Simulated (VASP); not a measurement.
The system is TiS2.

```
Ti S
1.0
     3.41297    0.00000    0.00000
    -1.70648    2.95572    0.00000
     0.00000    0.00000    6.46792
Ti S
1 2
Direct
  0.00000 0.00000 0.00000
  0.33333 0.66667 0.21964
  0.66667 0.33333 0.78036
```

Base run:

| Item | Value |
| --- | --- |
| Program | VASP 6.6.1 |
| Functional | PBE |
| Potentials or basis | VASP PAW PBE potentials, release 64 (Ti_sv, S) |
| Cutoff | 500 eV |
| k mesh | 12 × 12 × 6 |
| Occupations | gaussian, width 0.05 eV |
| Spin | non-collinear spin, zero start, spin-orbit coupling |
| Starting moments | [[0.0, 0.0, 0.0], [0.0, 0.0, 0.0], [0.0, 0.0, 0.0]] μB |

Its results: pressure 0.0 GPa; net moment 0.00 μB per cell.

Q: The run is repeated on the same cell with these changes: functional from PBE to LDA; potentials or basis from VASP PAW PBE potentials, release 64 (Ti_sv, S) to VASP PAW LDA potentials, release 64 (Ti_sv, S). What comes out?

A: Pressure -5.5 GPa; net moment 0.00 μB per cell.

Caveats: this functional lacks dispersion, which binds layers or chains, so the pressure and a relaxed spacing across them are unreliable (at least some runs); the cell stands under tension (at least some runs).
